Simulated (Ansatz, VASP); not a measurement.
## Two plane-wave programs on Al4B3P

```
CELL_PARAMETERS angstrom
3.81241 0.00000 0.00000
0.00000 3.81241 0.00000
0.00000 0.00000 6.81099
ATOMIC_POSITIONS crystal
Al 0.00000 0.50000 0.20656
Al 0.50000 0.00000 0.20656
Al 0.00000 0.50000 0.79344
Al 0.50000 0.00000 0.79344
B 0.50000 0.50000 0.00000
B 0.00000 0.00000 0.37412
B 0.00000 0.00000 0.62588
P 0.50000 0.50000 0.50000
```

Change from the starting cell: species swapped into the KCu4Se3 type (P4/mmm, No. 123).

Alike in both runs: functional PBE; k mesh 5 × 5 × 2; occupations gaussian, width 0.2 eV; no spin polarisation.

Ansatz relaxed the structure, and its values are those at the end. VASP's run is a single point on that final structure, the one shown.

|  | VASP | Ansatz |
| --- | --- | --- |
| version | VASP 6.6.1 | Ansatz 0.2.0 |
| potentials or method | VASP PAW PBE potentials, release 64 (Al, B, P), cutoff 500 eV | scalar-relativistic, plane waves, PAW |
| valence electrons in the cell | 26 | 26 |

|  | VASP | Ansatz | Ansatz less VASP |
| --- | --- | --- | --- |
| gap on the k mesh at the Fermi level (eV) | none | none | - |
| pressure (GPa) | 0.2 | 0.3 | +0.07 |
| rms of the force components (eV/Å) | 0.007 | 0.005 | -0.0020 |

A gap of «none» marks a metal or a gap that the smearing closes.

The k mesh is coarse, so the values compare programs but aren't converged.
